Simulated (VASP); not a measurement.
# LiH (Fm-3m) in VASP: settings compared

Aim: see how the results for LiH move with the level of theory and the settings. Levels: PBEsol, r2SCAN. Tasks: single point.

All numbers are computed with VASP 6.6.1; they aren't measurements. Logs are shortened: lines on timing, memory, paths and dates and some standing lists are left out, and cuts for length are marked.

## 1. The cell of the first run

It takes space group Fm-3m (No. 225, cubic). The conventional cell has a = 3.997 Å, b = 3.997 Å, c = 3.997 Å, α = 90.00°, β = 90.00°, γ = 90.00°. Within 2.6 Å of Li (site symmetry m-3m) lie 6 H at 2.00 Å. Within 2.6 Å of H (site symmetry m-3m) lie 6 Li at 2.00 Å.

## 2. Single point, PBEsol

INCAR

```
PREC = Accurate
ENCUT = 520
EDIFF = 1E-6
ISMEAR = 0
SIGMA = 0.01
LREAL = False
LASPH = True
NELM = 80
ALGO = Normal
ISIF = 2
LWAVE = False
LCHARG = True
GGA = PS
LELF = True
LVHAR = True
NBANDS = 9
```

KPOINTS

```
regular mesh
0
Gamma
  6 6 6
```

POSCAR

```
LiH
1.0
    0.0000000000      1.9984726907      1.9984726907
    1.9984726907      0.0000000000      1.9984726907
    1.9984726907      1.9984726907      0.0000000000
Li H
1 1
Direct
    0.0000000000      0.0000000000      0.0000000000
    0.5000000000      0.5000000000      0.5000000000
```

Potentials or basis: VASP PAW PBE potentials, release 64 (Li_sv, H).

Run with:

```sh
> cat potpaw_PBE.64/Li_sv/POTCAR potpaw_PBE.64/H/POTCAR > POTCAR
> mpirun -np 1 vasp_std > vasp.out
```

OUTCAR:

```text
PREC = Accurate
   ENCUT = 520
   EDIFF = 1E-6
   ISMEAR = 0
   LREAL = False
   LASPH = True
   NELM = 80
   ISIF = 2
   GGA = PS

 ion  position               nearest neighbor table
   1  0.000  0.000  0.000-
   2  0.500  0.500  0.500-

  LATTYP: Found a face centered cubic cell.
 ALAT       =     3.9969453814

  Lattice vectors:

 A1 = (   0.0000000000,   1.9984726907,   1.9984726907)
 A2 = (   1.9984726907,   0.0000000000,   1.9984726907)
 A3 = (   1.9984726907,   1.9984726907,   0.0000000000)

Analysis of symmetry for initial positions (statically):
=====================================================================
 Subroutine PRICEL returns:
 Original cell was already a primitive cell.

 Routine SETGRP: Setting up the symmetry group for a
 face centered cubic supercell.

 Subroutine GETGRP returns: Found 48 space group operations
 (whereof 48 operations were pure point group operations)
 out of a pool of 48 trial point group operations.

The static configuration has the point symmetry O_h .

Analysis of symmetry for dynamics (positions and initial velocities):
=====================================================================
 Subroutine PRICEL returns:
 Original cell was already a primitive cell.

 Routine SETGRP: Setting up the symmetry group for a
 face centered cubic supercell.

 Subroutine GETGRP returns: Found 48 space group operations
 (whereof 48 operations were pure point group operations)
 out of a pool of 48 trial point group operations.

The dynamic configuration has the point symmetry O_h .

 Subroutine INISYM returns: Found 48 space group operations
 (whereof 48 operations are pure point group operations),
 and found     1 'primitive' translations

----------------------------------------------------------------------------------------

                                     Primitive cell

  volume of cell :      15.9634

  direct lattice vectors                    reciprocal lattice vectors
     0.000000000  1.998472691  1.998472691    -0.250191060  0.250191060  0.250191060
     1.998472691  0.000000000  1.998472691     0.250191060 -0.250191060  0.250191060
     1.998472691  1.998472691  0.000000000     0.250191060  0.250191060 -0.250191060

  length of vectors
     2.826267183  2.826267183  2.826267183     0.433343627  0.433343627  0.433343627

  position of ions in fractional coordinates (direct lattice)
     0.000000000  0.000000000  0.000000000
     0.500000000  0.500000000  0.500000000

  ion indices of the primitive-cell ions
   primitive index   ion index
                 1           1
                 2           2

----------------------------------------------------------------------------------------

 KPOINTS: regular mesh

Automatic generation of k-mesh.
 Grid dimensions read from file:
 generate k-points for:    6    6    6

 Generating k-lattice:

  Cartesian coordinates                     Fractional coordinates (reciprocal lattice)
    -0.041698510  0.041698510  0.041698510     0.166666667  0.000000000  0.000000000
     0.041698510 -0.041698510  0.041698510     0.000000000  0.166666667  0.000000000
     0.041698510  0.041698510 -0.041698510     0.000000000  0.000000000  0.166666667

  Length of vectors
     0.072223938  0.072223938  0.072223938

  Shift w.r.t. Gamma in fractional coordinates (k-lattice)
     0.000000000  0.000000000  0.000000000

 Subroutine IBZKPT returns following result:
 ===========================================

 Found     16 irreducible k-points:

 Following reciprocal coordinates:
            Coordinates               Weight
  0.000000  0.000000  0.000000      1.000000
  0.166667  0.000000  0.000000      8.000000
  0.333333  0.000000  0.000000      8.000000
  0.500000  0.000000  0.000000      4.000000
  0.166667  0.166667  0.000000      6.000000
  0.333333  0.166667  0.000000     24.000000
[... 8 lines left out ...]
 -0.333333  0.333333  0.166667     24.000000
 -0.333333  0.500000  0.166667     12.000000
   k-points           NKPTS =     16   k-points in BZ     NKDIM =     16   number of bands    NBANDS=      9
   number of dos      NEDOS =    301   number of ions     NIONS =      2
   total plane-waves  NPLWV =  13824
   dimension x,y,z NGX =    24 NGY =   24 NGZ =   24
   dimension x,y,z NGXF=    48 NGYF=   48 NGZF=   48
   ions per type =               1   1
   NGX,Y,Z   is equivalent  to a cutoff of  14.12, 14.12, 14.12 a.u.
   NGXF,Y,Z  is equivalent  to a cutoff of  28.23, 28.23, 28.23 a.u.
 SYSTEM =  unknown system
   PREC   = accura    normal or accurate (medium, high low for compatibility)
   ISTART =      0    job   : 0-new  1-cont  2-samecut
   ICHARG =      2    charge: 1-file 2-atom 10-const
   ISPIN  =      1    spin polarized calculation?
   LNONCOLLINEAR =      F non collinear calculations
   LSORBIT =      F    spin-orbit coupling
   LASPH  =      T    aspherical Exc in radial PAW
   ENCUT  =  520.0 eV  38.22 Ry    6.18 a.u.   5.25  5.25  5.25*2*pi/ulx,y,z
   NELM   =     80;   NELMIN=  2; NELMDL= -5     # of ELM steps
   EDIFF  = 0.1E-05   stopping-criterion for ELM
   LREAL  =      F    real-space projection
   EDIFFG = 0.1E-04   stopping-criterion for IOM
   NSW    =      0    number of steps for IOM
   IBRION =     -1    ionic relax: 0-MD 1-quasi-New 2-CG
   NFREE  =      0    steps in history (QN), initial steepest desc. (CG)
   ISIF   =      2    stress and relaxation
   ISYM   =      2    0-nonsym 1-usesym 2-fastsym
   POTIM  = 0.5000    time-step for ionic-motion
   TEBEG  =    0.0;   TEEND  =   0.0 temperature during run
   PSTRESS=    0.0 pullay stress
   NELECT =       4.0000    total number of electrons
   NUPDOWN=      -1.0000    fix difference up-down
   EMIN   =  10.00;   EMAX   =-10.00  energy-range for DOS
   EFERMI =   0.00;   METHOD = LEGACY
   ISMEAR =     0;   SIGMA  =   0.01  broadening in eV -4-tet -1-fermi 0-gaus
   EFERMI_NEDOS =   21; number of points for ismear=-14 and -15
   IALGO  =     38    algorithm
   IMIX   =      4    mixing-type and parameters
     AMIX     =   0.40;   BMIX     =  1.00
     AMIX_MAG =   1.60;   BMIX_MAG =  1.00
  volume/ion in A,a.u.               =       7.98        53.86
  Fermi-wavevector in a.u.,A,eV,Ry     =   1.032096  1.950378 14.493217  1.065221
  Thomas-Fermi vector in A             =   2.166276
   LORBIT       =      0    0 simple, 1 ext, 2 COOP (PROOUT), +10 PAW based schemes
   GGA     = PS    functional components
   LHFCALC =     F    Hartree Fock is set to
   AEXX    =    0.0000 exact exchange contribution
   IVDW    =     0    specifies the selected vdW correction
   LEPSILON=     F    determine dielectric tensor
   LRPA    =     F    only Hartree local field effects (RPA)
 non-spin polarized calculation
 Gauss-broadening in eV      SIGMA  =   0.01
  energy-cutoff  :      520.00
  volume of cell :       15.96
 maximum number of plane-waves:       444
 NGX is ok and might be reduce to    24
   NGX = 11   NGY = 11   NGZ = 11

 number of electron       3.9999996 magnetization

 Free energy of the ion-electron system (eV)
  ---------------------------------------------------
  ext. energy  EPLUGINS =         0.00000000
  ---------------------------------------------------
  free energy    TOTEN  =        -6.11904323 eV

  energy without entropy =       -6.11904323  energy(sigma->0) =       -6.11904323

 E-fermi :   0.4083     XC(G=0):  -8.6382

 val. band max:        0.2007910037   @ k =   0.5000   0.5000   0.0000
 cond. band min:       2.9382918203   @ k =   0.5000   0.5000   0.0000
 fundamental gap:      2.7375008167
 Fermi energy:         0.4082706907

 k-point     1 :       0.0000    0.0000    0.0000
  band No.  band energies     occupation
      1     -43.4987      2.00000
      2      -5.3766      2.00000
      3      16.4180      0.00000
      4      18.0138      0.00000
      5      18.0138      0.00000
      6      18.0139      0.00000
      7      22.6441      0.00000
      8      22.6441      0.00000
      9      22.6441      0.00000

 k-point     2 :       0.1667    0.0000    0.0000
  band No.  band energies     occupation
      1     -43.4860      2.00000
      2      -4.8868      2.00000
      3      12.6212      0.00000
      4      16.2248      0.00000
      5      17.1669      0.00000
      6      17.1669      0.00000
      7      22.5466      0.00000
      8      23.9423      0.00000
      9      23.9423      0.00000

 k-point     3 :       0.3333    0.0000    0.0000
  band No.  band energies     occupation
      1     -43.4602      2.00000
      2      -3.5663      2.00000
      3       7.3599      0.00000
      4      14.4932      0.00000
      5      16.5240      0.00000
      6      16.5240      0.00000
      7      20.6952      0.00000
      8      20.6952      0.00000
      9      25.1374      0.00000

 k-point     4 :       0.5000    0.0000    0.0000
  band No.  band energies     occupation
      1     -43.4474      2.00000
      2      -2.5300      2.00000
      3       4.9208      0.00000
      4      13.8408      0.00000
      5      16.5726      0.00000
      6      16.5726      0.00000
      7      19.1822      0.00000
      8      19.1822      0.00000
      9      27.4801      0.00000
[... 109 lines left out ...]
 k-point    14 :       0.5000    0.3333    0.1667
  band No.  band energies     occupation
      1     -43.4439      2.00000
      2      -2.1532      2.00000
      3       7.2601      0.00000
      4       8.0271      0.00000
      5      12.9754      0.00000
      6      17.4149      0.00000
      7      20.8526      0.00000
      8      25.3681      0.00000
      9      29.3365      0.00000

 k-point    15 :      -0.3333    0.3333    0.1667
  band No.  band energies     occupation
      1     -43.4354      2.00000
      2      -0.9545      2.00000
      3       5.1594      0.00000
      4       7.1077      0.00000
      5      12.5671      0.00000
      6      17.0720      0.00000
      7      23.9674      0.00000
      8      25.7166      0.00000
      9      27.7278      0.00000

 k-point    16 :      -0.3333    0.5000    0.1667
  band No.  band energies     occupation
      1     -43.4316      2.00000
      2       0.0162      2.00000
      3       3.9646      0.00000
      4       7.0060      0.00000
      5      11.6314      0.00000
      6      17.7001      0.00000
      7      19.8502      0.00000
      8      28.9796      0.00000
      9      29.3716      0.00000

------------------------ aborting loop because EDIFF is reached ----------------------------------------

  FORCE on cell =-STRESS in cart. coord.  units (eV):
  Direction    XX          YY          ZZ          XY          YZ          ZX
  --------------------------------------------------------------------------------------
  -------------------------------------------------------------------------------------
  Total       -0.0583666     -0.0583666     -0.0583666      0.0000000      0.0000000      0.0000000
  in kB       -5.8580113     -5.8580113     -5.8580113      0.0000000      0.0000000      0.0000000
  external PRESSURE =      -5.8580113 kB  Pullay stress =       0.0000000 kB

 VOLUME and BASIS-vectors are now :
 -----------------------------------------------------------------------------
  energy-cutoff  :      520.00
  volume of cell :       15.96
      direct lattice vectors                 reciprocal lattice vectors
     0.000000000  1.998472691  1.998472691    -0.250191060  0.250191060  0.250191060
     1.998472691  0.000000000  1.998472691     0.250191060 -0.250191060  0.250191060
     1.998472691  1.998472691  0.000000000     0.250191060  0.250191060 -0.250191060

 POSITION                                       TOTAL-FORCE (eV/Angst)
 -----------------------------------------------------------------------------------
      0.00000      0.00000      0.00000         0.000000     -0.000000      0.000000
      1.99847      1.99847      1.99847         0.000000      0.000000      0.000000
 -----------------------------------------------------------------------------------
    total drift:                                0.000000     -0.000000     -0.000000

  FREE ENERGIE OF THE ION-ELECTRON SYSTEM (eV)
  ---------------------------------------------------
  free  energy   TOTEN  =        -6.1190432284 eV

  energy  without entropy=       -6.1190432284  energy(sigma->0) =       -6.11904323
```

Wall time 4.9 s (1 thread of Intel Xeon 8259CL, shared host); peak memory 0.13 GiB.

What came out:

| Property | Result |
| --- | --- |
| Free energy | -6.1190 eV |
| Band gap on the k mesh | 2.74 eV, direct |

Caveat: the k points lie up to 0.45 Å⁻¹ apart; the cutoff is under 1.25 times the usual one of these potentials, so pressure, stress and relaxed cells hold a basis-set (Pulay) error; the PAW data sets were made with another functional, which shifts forces and pressure a little. A k mesh can miss the band edges.

## 3. Single point, r2SCAN

POSCAR is that of step 2.

INCAR.step1

```
SYSTEM = LiH
PREC = Accurate ; ENCUT = 520
ISMEAR = 0 ; SIGMA = 0.01
LREAL = .False. ; LASPH = .True.
NELM = 80 ; NBANDS = 9
GGA = PE ; ALGO = Normal
EDIFF = 1E-4 ; LWAVE = .True.
LCHARG = .False.
```

INCAR.step2

```
SYSTEM = LiH
PREC = Accurate ; ENCUT = 520
EDIFF = 1E-6 ; ISMEAR = 0
SIGMA = 0.01 ; LREAL = .False.
LASPH = .True. ; NELM = 80
ALGO = Normal ; ISIF = 2
LWAVE = .False. ; LCHARG = .False.
METAGGA = R2SCAN ; LMIXTAU = .True.
NBANDS = 9 ; ISTART = 1
```

KPOINTS

```
regular mesh
0
Gamma
  6 6 6
  0 0 0
```

Potentials or basis: VASP PAW PBE potentials, release 64 (Li_sv, H).

Run with:

```sh
> cat potpaw_PBE.64/Li_sv/POTCAR potpaw_PBE.64/H/POTCAR > POTCAR
> cp INCAR.step1 INCAR
> mpirun -np 1 vasp_std > vasp.out
> cp INCAR.step2 INCAR
> mpirun -np 1 vasp_std > vasp.out
```

Wall time 21 s (1 thread of Intel Xeon 8259CL, shared host); peak memory 0.13 GiB.

It converged, with:

- Free energy: -6.8170 eV
- Band gap on the k mesh: 3.58 eV, direct

Levels at points of the mesh, in eV from the valence-band top:
| k point | band 1 | band 2 | band 3 | band 4 | band 5 |
| --- | --- | --- | --- | --- | --- |
| (0.00, 0.00, 0.00) | -45.73 | -5.48 | 17.76 | 19.49 | 19.49 |
| (0.50, 0.00, 0.00) | -45.68 | -2.66 | 5.69 | 15.02 | 18.24 |
| (0.50, 0.50, 0.00) | -45.67 | 0.00 | 3.58 | 11.79 | 11.79 |

Caveat: the k points lie up to 0.45 Å⁻¹ apart; the cutoff is under 1.25 times the usual one of these potentials, so pressure, stress and relaxed cells hold a basis-set (Pulay) error; the PAW data sets were made with another functional, which shifts forces and pressure a little. r2SCAN opens gaps a little over a GGA but as a rule still falls short of measured ones.
